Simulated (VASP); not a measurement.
Wanted: the native input for a VASP 6.6.1 run.

* Task: single point
* Functional: PBEsol
* Potentials or basis: VASP PAW PBE potentials, release 64 (Te)
* Cutoff: 520 eV
* k mesh: 15 × 15 × 15
* Occupations: gaussian, width 0.15 eV
* Spin: no spin polarisation
* Dipole correction: no
* Further INCAR settings: ALGO = Normal; EDIFF = 1e-06; NBANDS = 9

The structure of Te lies in POSCAR:

```
Te
1.0
    2.2910623332      1.3227454549      1.7146310502
   -2.2910623332      1.3227454549      1.7146310502
    0.0000000000     -2.6454909096      1.7146310503
Te
1
Direct
    0.5000000000      0.5000000000      0.5000000000
```

One way to write it, as run:

INCAR

```
  PREC = Accurate
  ENCUT = 520
  EDIFF = 1E-6
  ISMEAR = 0
  SIGMA = 0.15
  LREAL = False
  LASPH = True
  NELM = 80
  ALGO = Normal
  ISIF = 2
  LWAVE = False
  LCHARG = False
  GGA = PS
  NBANDS = 9
```

KPOINTS

```
Automatic mesh
0
Gamma
  15 15 15
```

Potentials or basis: VASP PAW PBE potentials, release 64 (Te).

Run with:

```bash
$ cat potpaw_PBE.64/Te/POTCAR > POTCAR
$ mpirun -np 1 vasp_std > vasp.out
```

Results of the run:

```
Pressure               : -0.2 GPa
Band gap on the k mesh : zero (bands 3 and 4 overlap by 5.10 eV)
```

Caveat: the PAW data sets were made with another functional, which shifts forces and pressure a little; spin-orbit coupling is left out, which moves the levels of the heavy elements.

Run time: 15 s on 1 thread of Intel(R) Xeon(R) 6975P-C (Granite Rapids) (shared host), peak memory 0.2 GiB.
